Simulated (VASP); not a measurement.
# Si7PdC8 in VASP: single point with PBEsol+U

Aim: the single point of Si7PdC8 with PBEsol+U.

Everything below comes from runs of VASP 6.6.1. Logs are shortened: lines on timing, memory, paths and dates and some standing lists are left out, and cuts for length are marked.

### Step 1. The cell of the first run

The typed cell holds 16 atoms: a = 6.163 Å, b = 6.163 Å, c = 6.163 Å, α = 60.00°, β = 60.00°, γ = 60.00°.

### Step 2. Single point, PBEsol+U, collinear spin

Contents of INCAR:

```
PREC = Accurate
ENCUT = 700
EDIFF = 1E-6
ISMEAR = 0
SIGMA = 0.05
LREAL = Auto
LASPH = True
NELM = 200
ALGO = Normal
ISIF = 2
LWAVE = False
LCHARG = True
ISPIN = 2
MAGMOM = 2 0 0 0 0 0 0 0 0 0 0 0 0 0 0 0
LORBIT = 11
NUPDOWN = 2.0
LMAXMIX = 4
LDAU = True
LDAUTYPE = 2
LDAUL = 2 -1 -1
LDAUU = 2 0 0
LDAUJ = 0 0 0
LDAUPRINT = 1
GGA = PS
LELF = True
LVHAR = True
NBANDS = 57
GGA_COMPAT = False
```

Contents of KPOINTS:

```
Automatic mesh
0
Gamma
  3 3 3
```

Contents of POSCAR:

```
Si7PdC8
1.0
    0.0000000000      4.3580000000      4.3580000000
    4.3580000000      0.0000000000      4.3580000000
    4.3580000000      4.3580000000      0.0000000000
Pd Si C
1 7 8
Direct
    0.9985120068      0.0014817106      0.0001348684
    0.9959776440      0.9993993439      0.5023713880
    0.9960239966      0.5039575895      0.9977614746
    0.9960195893      0.5039464916      0.5023744001
    0.5006153515      0.9994179348      0.9977393167
    0.5005922752      0.9994411165      0.5022896129
    0.5006409381      0.5039571230      0.9977444199
    0.4982886190      0.5017127018      0.5000509255
    0.1331292654      0.1365160330      0.1348897383
    0.1330554484      0.1364773051      0.5957024134
    0.1331867839      0.5970788001      0.1349118402
    0.1239869420      0.6264598039      0.6248269315
    0.5940531588      0.1364707605      0.1347536752
    0.6230374944      0.1274138327      0.6248083382
    0.6230746445      0.6264712122      0.1257393475
    0.6230697129      0.6264859288      0.6248020359
```

Potentials or basis: VASP PAW PBE potentials, release 64 (Pd_sv_GW, Si, C).

Launch:

```console
$ cat potpaw_PBE.64/Pd_sv_GW/POTCAR potpaw_PBE.64/Si/POTCAR potpaw_PBE.64/C/POTCAR > POTCAR
$ mpirun -np 1 vasp_std > vasp.out
```

OUTCAR:

```text
PREC = Accurate
   ENCUT = 700
   EDIFF = 1E-6
   ISMEAR = 0
   LREAL = Auto
   LASPH = True
   NELM = 200
   ISIF = 2
   ISPIN = 2
   LORBIT = 11
   NUPDOWN = 2.0
   GGA = PS

 ion  position               nearest neighbor table
   1  0.999  0.001  0.000-  11 2.04   9 2.04  10 2.04  13 2.04
   2  0.996  0.999  0.502-  10 1.86   9 1.86  12 1.88  14 1.88   5 3.05   6 3.05   3 3.05   4 3.05
                             8 3.08   8 3.08   4 3.11   3 3.11   6 3.11   5 3.11
   3  0.996  0.504  0.998-   9 1.86  11 1.86  12 1.88  15 1.88   7 3.05   4 3.05   2 3.05   5 3.05
                             8 3.08   8 3.08   5 3.11   2 3.11   4 3.11   7 3.11
   4  0.996  0.504  0.502-  10 1.86  11 1.86  12 1.88  16 1.88   7 3.05   3 3.05   2 3.05   6 3.05
                             8 3.08   8 3.08   6 3.11   2 3.11   3 3.11   7 3.11
   5  0.501  0.999  0.998-   9 1.86  13 1.86  14 1.88  15 1.88   2 3.05   3 3.05   7 3.05   6 3.05
                             8 3.08   8 3.08   6 3.11   7 3.11   3 3.11   2 3.11
   6  0.501  0.999  0.502-  13 1.86  10 1.86  14 1.88  16 1.88   2 3.05   5 3.05   4 3.05   7 3.05
                             8 3.08   8 3.08   7 3.11   4 3.11   5 3.11   2 3.11
   7  0.501  0.504  0.998-  11 1.86  13 1.86  16 1.88  15 1.88   4 3.05   3 3.05   5 3.05   6 3.05
                             8 3.08   8 3.08   6 3.11   5 3.11   3 3.11   4 3.11
   8  0.498  0.502  0.500-  14 1.88  12 1.88  16 1.88  15 1.88   3 3.08   4 3.08   5 3.08   7 3.08
                             2 3.08   6 3.08   6 3.08   2 3.08   7 3.08   5 3.08   4 3.08   3 3.08
   9  0.133  0.137  0.135-   3 1.86   2 1.86   5 1.86   1 2.04
  10  0.133  0.136  0.596-   4 1.86   2 1.86   6 1.86   1 2.04
  11  0.133  0.597  0.135-   3 1.86   7 1.86   4 1.86   1 2.04
  12  0.124  0.626  0.625-   4 1.88   3 1.88   2 1.88   8 1.88
  13  0.594  0.136  0.135-   7 1.86   5 1.86   6 1.86   1 2.04
  14  0.623  0.127  0.625-   5 1.88   6 1.88   2 1.88   8 1.88
  15  0.623  0.626  0.126-   7 1.88   5 1.88   3 1.88   8 1.88
  16  0.623  0.626  0.625-   7 1.88   4 1.88   6 1.88   8 1.88

  LATTYP: Found a face centered cubic cell.
 ALAT       =     8.7160000000

  Lattice vectors:

 A1 = (   0.0000000000,   4.3580000000,   4.3580000000)
 A2 = (   4.3580000000,   0.0000000000,   4.3580000000)
 A3 = (   4.3580000000,   4.3580000000,   0.0000000000)

Analysis of symmetry for initial positions (statically):
=====================================================================
 Subroutine PRICEL returns:
 Original cell was already a primitive cell.

 Routine SETGRP: Setting up the symmetry group for a
 face centered cubic supercell.

 Subroutine GETGRP returns: Found  1 space group operations
 (whereof  1 operations were pure point group operations)
 out of a pool of 48 trial point group operations.

The static configuration has the point symmetry C_1 .

Analysis of symmetry for dynamics (positions and initial velocities):
=====================================================================
 Subroutine PRICEL returns:
 Original cell was already a primitive cell.

 Routine SETGRP: Setting up the symmetry group for a
 face centered cubic supercell.

 Subroutine GETGRP returns: Found  1 space group operations
 (whereof  1 operations were pure point group operations)
 out of a pool of 48 trial point group operations.

The dynamic configuration has the point symmetry C_1 .

Analysis of structural, dynamic, and magnetic symmetry:
=====================================================================
 Subroutine PRICEL returns:
 Original cell was already a primitive cell.

 Routine SETGRP: Setting up the symmetry group for a
 face centered cubic supercell.

 Subroutine GETGRP returns: Found  1 space group operations
 (whereof  1 operations were pure point group operations)
 out of a pool of 48 trial point group operations.

The overall configuration has the point symmetry C_1 .

 Subroutine INISYM returns: Found  1 space group operations
 (whereof  1 operations are pure point group operations),
 and found     1 'primitive' translations

[... 160 lines left out ...]
  0.7535  0.0001  0.0000 -0.0000 -0.0000
  0.0001  0.7536  0.0000 -0.0000 -0.0000
  0.0000  0.0000  0.8414 -0.0000 -0.0000
 -0.0000 -0.0000 -0.0000  0.7536 -0.0001
 -0.0000 -0.0000 -0.0000 -0.0001  0.8414

spin component  2

  0.6068  0.0000 -0.0000 -0.0000 -0.0000
  0.0000  0.6068  0.0001 -0.0000 -0.0001
 -0.0000  0.0001  0.8314 -0.0002  0.0000
 -0.0000 -0.0000 -0.0002  0.6068 -0.0003
 -0.0000 -0.0001  0.0000 -0.0003  0.8314

 occupancies and eigenvectors

  o =  0.6068  v =  0.0000  0.0000  0.0000  0.0000  0.0000 -0.7453  0.6397 -0.0003 -0.1876  0.0000      0.0000  0.0000  0.0000  0.0000  0.0000  0.0000  0.0000  0.0000  0.0000  0.0000
  o =  0.6068  v =  0.0000  0.0000  0.0000  0.0000  0.0000  0.1097  0.3953  0.0005  0.9120  0.0013      0.0000  0.0000  0.0000  0.0000  0.0000  0.0000  0.0000  0.0000  0.0000  0.0000
  o =  0.6069  v =  0.0000  0.0000  0.0000  0.0000  0.0000  0.6576  0.6592 -0.0004 -0.3648 -0.0001      0.0000  0.0000  0.0000  0.0000  0.0000  0.0000  0.0000  0.0000  0.0000  0.0000
  o =  0.7535  v = -0.7723  0.6298 -0.0002 -0.0831  0.0001  0.0000  0.0000  0.0000  0.0000  0.0000      0.0000  0.0000  0.0000  0.0000  0.0000  0.0000  0.0000  0.0000  0.0000  0.0000
  o =  0.7536  v =  0.2675  0.4410  0.0003  0.8567  0.0009  0.0000  0.0000  0.0000  0.0000  0.0000      0.0000  0.0000  0.0000  0.0000  0.0000  0.0000  0.0000  0.0000  0.0000  0.0000
  o =  0.7536  v =  0.5762  0.6394 -0.0004 -0.5091 -0.0002  0.0000  0.0000  0.0000  0.0000  0.0000      0.0000  0.0000  0.0000  0.0000  0.0000  0.0000  0.0000  0.0000  0.0000  0.0000
  o =  0.8314  v =  0.0000  0.0000  0.0000  0.0000  0.0000 -0.0000  0.0004  0.9704 -0.0004 -0.2416      0.0000  0.0000  0.0000  0.0000  0.0000  0.0000  0.0000  0.0000  0.0000  0.0000
  o =  0.8314  v =  0.0000  0.0000  0.0000  0.0000  0.0000  0.0000  0.0004 -0.2416  0.0014 -0.9704      0.0000  0.0000  0.0000  0.0000  0.0000  0.0000  0.0000  0.0000  0.0000  0.0000
  o =  0.8414  v = -0.0000 -0.0002  0.2886 -0.0009  0.9574  0.0000  0.0000  0.0000  0.0000  0.0000      0.0000  0.0000  0.0000  0.0000  0.0000  0.0000  0.0000  0.0000  0.0000  0.0000
  o =  0.8414  v =  0.0000  0.0003  0.9575 -0.0002 -0.2886  0.0000  0.0000  0.0000  0.0000  0.0000      0.0000  0.0000  0.0000  0.0000  0.0000  0.0000  0.0000  0.0000  0.0000  0.0000

 number of electron      77.9999998 magnetization       2.0000000

 Free energy of the ion-electron system (eV)
  ---------------------------------------------------
  ext. energy  EPLUGINS =         0.00000000
  ---------------------------------------------------
  free energy    TOTEN  =      -119.05202764 eV

  energy without entropy =     -119.04741291  energy(sigma->0) =     -119.04972027

 E-fermi :   8.2864     XC(G=0): -11.7524

 val. band max:        9.4604424900   @ k =   0.0000   0.3333   0.3333
 cond. band min:       8.7791827828   @ k =   0.3333   0.0000  -0.3333
 fundamental gap:     -0.6812597072
 Fermi energy:         9.5279397948

 spin component 1

 k-point     1 :       0.0000    0.0000    0.0000
  band No.  band energies     occupation
      1     -76.5714      1.00000
      2     -42.3530      1.00000
      3     -42.3523      1.00000
      4     -42.3515      1.00000
      5      -7.3307      1.00000
      6      -3.9552      1.00000
[... 745 lines left out ...]
     50      15.4946      0.00000
     51      15.7246      0.00000
 Fermi energy:         8.2864454700

 spin component 2

 k-point     1 :       0.0000    0.0000    0.0000
  band No.  band energies     occupation
      1     -76.1457      1.00000
      2     -41.9227      1.00000
      3     -41.9223      1.00000
      4     -41.9218      1.00000
      5      -7.2131      1.00000
      6      -3.8187      1.00000
[... 745 lines left out ...]
     50      15.6144      0.00000
     51      15.8023      0.00000
 [bands above 51 left out]

------------------------ aborting loop because EDIFF is reached ----------------------------------------

  FORCE on cell =-STRESS in cart. coord.  units (eV):
  Direction    XX          YY          ZZ          XY          YZ          ZX
  --------------------------------------------------------------------------------------
  -------------------------------------------------------------------------------------
  Total        7.6975556      7.6970897      7.6865740     -0.0061891     -0.0038289      0.0108949
  in kB       74.5026544     74.4981445     74.3963656     -0.0599023     -0.0370592      0.1054491
  external PRESSURE =      74.4657215 kB  Pullay stress =       0.0000000 kB

 VOLUME and BASIS-vectors are now :
 -----------------------------------------------------------------------------
  energy-cutoff  :      700.00
  volume of cell :      165.54
      direct lattice vectors                 reciprocal lattice vectors
     0.000000000  4.358000000  4.358000000    -0.114731528  0.114731528  0.114731528
     4.358000000  0.000000000  4.358000000     0.114731528 -0.114731528  0.114731528
     4.358000000  4.358000000  0.000000000     0.114731528  0.114731528 -0.114731528

 POSITION                                       TOTAL-FORCE (eV/Angst)
 -----------------------------------------------------------------------------------
      0.00705      4.35210      4.35797         0.000942     -0.004600     -0.000887
      6.54472      6.52981      8.69585         0.001927     -0.001303     -0.010627
      6.54449      8.68892      6.53692         0.000335     -0.016907     -0.000595
      4.38555      6.53000      6.53685         0.014188     -0.000808     -0.001771
      8.70361      6.52983      6.53715        -0.011268     -0.000791      0.000654
      6.54454      4.37056      6.53715         0.001179      0.010887     -0.001008
[... 8 lines left out ...]
      3.27813      3.26333      5.44552        -0.017663     -0.015526      0.016534
      5.45311      5.43823      5.44556         0.015592      0.017359      0.016792
 -----------------------------------------------------------------------------------
    total drift:                                0.009620     -0.008619      0.003331

  FREE ENERGIE OF THE ION-ELECTRON SYSTEM (eV)
  ---------------------------------------------------
  free  energy   TOTEN  =      -119.0520276361 eV

  energy  without entropy=     -119.0474129084  energy(sigma->0) =     -119.04972027

 total charge

# of ion       s       p       d       f       tot
--------------------------------------------------
    1        2.215   6.175   7.371   0.024  15.785
    2        0.712   0.993   0.000   0.000   1.706
    3        0.712   0.993   0.000   0.000   1.706
    4        0.712   0.993   0.000   0.000   1.706
    5        0.712   0.993   0.000   0.000   1.706
    6        0.712   0.993   0.000   0.000   1.706
[... 8 lines left out ...]
   15        0.832   1.709   0.000   0.000   2.541
   16        0.832   1.709   0.000   0.000   2.541
--------------------------------------------------
tot         13.961  26.481   7.371   0.024  47.837

 magnetization (x)

# of ion       s       p       d       f       tot
--------------------------------------------------
    1        0.005   0.073   0.459   0.002   0.539
    2        0.001   0.002   0.000   0.000   0.003
    3        0.001   0.002   0.000   0.000   0.003
    4        0.001   0.002   0.000   0.000   0.003
    5        0.001   0.002   0.000   0.000   0.003
    6        0.001   0.002   0.000   0.000   0.003
[... 8 lines left out ...]
   15        0.002   0.006   0.000   0.000   0.008
   16        0.002   0.006   0.000   0.000   0.008
--------------------------------------------------
tot          0.077   0.588   0.459   0.002   1.127
```

Wall time 12 min (1 thread of Intel Xeon 6975P-C (Granite Rapids), shared host); peak memory 0.67 GiB.

What came out:

* Free energy: -119.0520 eV
* Pressure: 7.4 GPa
* Largest force: 0.393 eV/Å
* Net moment: 2.00 μB per cell
* Site moments: Pd +0.54; Si +0.00; C +0.13, +0.01 (each value once) μB
* Valence electrons inside the program's atomic spheres: Pd 15.79; Si 1.71, 1.68 (each value once); C 2.49, 2.54 (each value once)

Forces in eV/Å, atoms in the order of the input:
```
Pd   0.001 -0.005 -0.001
Si   0.002 -0.001 -0.011
Si   0.000 -0.017 -0.001
Si   0.014 -0.001 -0.002
Si  -0.011 -0.001  0.001
Si   0.001  0.011 -0.001
Si  -0.001  0.000  0.014
Si   0.001  0.000  0.001
C   -0.228 -0.222 -0.227
C    0.220  0.229 -0.223
C    0.228 -0.224  0.228
C    0.016 -0.016 -0.016
C   -0.223  0.228  0.221
C   -0.018  0.018 -0.016
C   -0.018 -0.016  0.017
C    0.016  0.017  0.017
```

Eigenvalues of the final occupation matrices:
```tsv
site	spin	trace	eigenvalues
site 1 d	1	3.94	0.75 0.75 0.75 0.84 0.84
site 1 d	2	3.48	0.61 0.61 0.61 0.83 0.83
```

Caveat: the k points lie up to 0.42 Å⁻¹ apart; the PAW data sets were made with another functional, which shifts forces and pressure a little; the total moment is fixed, so each spin has its own Fermi level and the state may be an excited one; the U is typed as a test and isn't derived for this compound.
